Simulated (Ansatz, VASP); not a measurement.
Au in VASP and in Ansatz

The input INCAR:

```
PREC = Accurate ; ENCUT = 500
EDIFF = 1E-7 ; ISMEAR = 0
SIGMA = 0.1 ; LREAL = False
LASPH = True ; NELM = 120
ALGO = Normal ; ISIF = 3
LWAVE = False ; LCHARG = False
GGA = PS ; IBRION = 2
NSW = 80 ; EDIFFG = -0.05
GGA_COMPAT = False ; NELMIN = 4
```

File KPOINTS:

```
regular mesh
0
Gamma
  8 8 8
```

Contents of POSCAR:

```
Au
1.0
    0.0000000000      1.9590303453      1.9590303453
    1.9590303453      0.0000000000      1.9590303453
    1.9590303453      1.9590303453      0.0000000000
Au
1
Direct
    0.0000000000      0.0000000000      0.0000000000
```

Input for Ansatz:

```yaml
crystal:
  lattice:
    - [0.0, 1.9590303453, 1.9590303453]
    - [1.9590303453, 0.0, 1.9590303453]
    - [1.9590303453, 1.9590303453, 0.0]
  atoms:
    - { symbol: Au, position: [0.0, 0.0, 0.0] }
basis:
  ecutwfc: 420
kpoints:
  mp_grid: { grid: [8, 8, 8] }
hamiltonian:
  xc: pbesol
scf:
  occupations: { method: gaussian, width: 0.1 }
output:
  forces: true
  stress: true
  eigenvalues: true
relax:
  adjacent_minimum: "off"
  f_tol: 0.05
  max_steps: 60
  cell: { stress_tol: 0.5 }
```

Alike in both runs: task relaxation of cell and atoms; functional PBEsol; k mesh 8 × 8 × 8; occupations gaussian, width 0.1 eV; no spin polarisation.

```csv
,VASP,Ansatz
version,VASP 6.6.1,Ansatz 0.2.0
potentials or method,"VASP PAW PBE potentials, release 64 (Au), cutoff 500 eV","scalar-relativistic, plane waves, PAW"
valence electrons in the cell,11,19
```

Ansatz gave:

* gap on the k mesh at the Fermi level, each at its own relaxed structure (eV): none
* relaxed volume (Å³/atom): 17.11
* relaxed cell length with the largest relative difference (Å): 2.892

Problem. Estimate VASP's values.

Solution. gap on the k mesh at the Fermi level, each at its own relaxed structure (eV): none; relaxed volume (Å³/atom): 17.09; relaxed cell length with the largest relative difference (Å): 2.891.

VASP's potentials were made for PBE, not for PBEsol. A gap of «none» marks a metal or a gap that the smearing closes. VASP's potentials hold 11 valence electrons a cell and Ansatz's 19, so a difference there can come from the potentials and not from the codes.

Neither program's run includes spin-orbit coupling.
